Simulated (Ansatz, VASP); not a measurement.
## One calculation of HfSi3O8, two programs

```xyz
12
Lattice="5.2675 0.0000 0.0000 0.0000 5.2675 0.0000 0.0000 0.0000 7.9427" Properties=species:S:1:pos:R:3 pbc="T T T"
Hf    2.6337    2.6337    3.9714
Si    0.0000    0.0000    0.0000
Si    2.6337    0.0000    6.1792
Si    0.0000    2.6337    1.7635
O     2.1742    4.0531    5.2039
O     4.8526    1.3264    0.8662
O     3.9410    4.8526    7.0766
O     1.2144    2.1742    2.7388
O     3.0933    1.2144    5.2039
O     0.4149    3.9410    0.8662
O     1.3264    0.4149    7.0766
O     4.0531    3.0933    2.7388
```

Alike in both runs: functional PBE; k mesh 4 × 4 × 4; occupations gaussian, width 0.1 eV; no spin polarisation.

Ansatz relaxed the structure, and its values are those at the end. VASP's run is a single point on that final structure, the one shown.

|  | VASP | Ansatz |
| --- | --- | --- |
| version | VASP 6.6.1 | Ansatz 0.2.0 |
| potentials or method | VASP PAW PBE potentials, release 64 (Hf_pv, Si, O), cutoff 520 eV | scalar-relativistic, plane waves, PAW |
| valence electrons in the cell | 70 | 86 |

|  | VASP | Ansatz | Ansatz less VASP |
| --- | --- | --- | --- |
| gap on the k mesh at the Fermi level (eV) | 4.94 | 4.95 | +0.004 |
| least direct gap on the mesh (eV) | 4.94 | 4.95 | +0.004 |
| pressure (GPa) | -0.1 | 0.1 | +0.24 |
| rms of the force components (eV/Å) | 0.064 | 0.012 | -0.0524 |

The functional is the same, so the differences come from potentials, cutoffs and numerics. VASP's potentials hold 70 valence electrons a cell and Ansatz's 86, so a difference there can come from the potentials and not from the codes.

Neither program's run includes spin-orbit coupling.
